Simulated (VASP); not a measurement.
Mn: relaxation of cell and atoms with PBE

Crystal: Mn.

```
Mn
1.0
    -1.29498    1.29498    1.29498
     1.29498   -1.29498    1.29498
     1.29498    1.29498   -1.29498
Mn
1
Direct
  0.00000 0.00000 0.00000
```

This isn't the form of Mn at room conditions, which is a 58-atom cubic cell.

| Property | Result |
| --- | --- |
| Program | VASP 6.6.1 |
| Task | relaxation of cell and atoms |
| Functional | PBE |
| Potentials or basis | VASP PAW PBE potentials, release 64 (Mn_pv) |
| Cutoff | 600 eV |
| k mesh | 21 × 21 × 21 |
| Occupations | fermi-dirac, width 0.08 eV |
| Spin | collinear spin, ferromagnetic start |
| Starting moments | [3.0] μB |
| Target pressure | 95 GPa |
| Dipole correction | no |
| Further INCAR settings | ALGO = Normal; EDIFF = 1e-06; IBRION = 2; EDIFFG = -0.005; NSW = 60; ISIF = 3 |

| Property | Result |
| --- | --- |
| Relaxed volume | 8.72 Å³/atom |
| Relaxed cell | a = 2.245 Å, b = 2.245 Å, c = 2.245 Å, α = 109.47°, β = 109.47°, γ = 109.47° |
| Space group after relaxing (to 0.1 Å) | Im-3m (No. 229) |
| Energy change on relaxing (the run minimises the enthalpy) | -17.6 meV/atom |
| Ionic steps | 3 |
| Pressure after relaxing | 95.0 GPa |
| Net moment | 0.00 μB per cell |
| Valence electrons inside the program's atomic spheres | Mn 12.48 |

The path:
| step | energy change (eV) | largest force (eV/Å) | pressure (GPa) | volume (Å³) |
| --- | --- | --- | --- | --- |
| 1 | 0.0000 | 0.0000 | 97.20 | 8.69 |
| 2 | -0.0863 | 0.0000 | 86.15 | 8.84 |
| 3 | -0.0176 | 0.0000 | 95.01 | 8.72 |

Final structure:
```xyz
1
Lattice="-1.2964 1.2964 1.2964 1.2964 -1.2964 1.2964 1.2964 1.2964 -1.2964" Properties=species:S:1:pos:R:3 pbc="T T T"
Mn    0.0000    0.0000    0.0000
```

Levels at points of the mesh, in eV from the Fermi level:
Spin up:
```
           k point  band 3  band 4  band 5  band 6  band 7  band 8  band 9  band 10
(0.00, 0.00, 0.00)  -47.94   -9.65   -2.15   -2.15   -2.15    0.41    0.41    25.37
```
Spin down:
```tsv
k point	band 2	band 3	band 4	band 5	band 6	band 7	band 8	band 9	band 10	band 11
(0.00, 0.00, 0.00)	-47.94	-47.94	-9.65	-2.15	-2.15	-2.15	0.41	0.41	25.37	25.37
```

Run time: 94 s on 1 thread of Intel(R) Xeon(R) Platinum 8488C (Sapphire Rapids), with other jobs on the host, peak memory 0.18 GiB.

Caveat: the cell is relaxed towards a set pressure, so the run minimises the enthalpy, not the energy; the moments typed at the start vanished in this run.
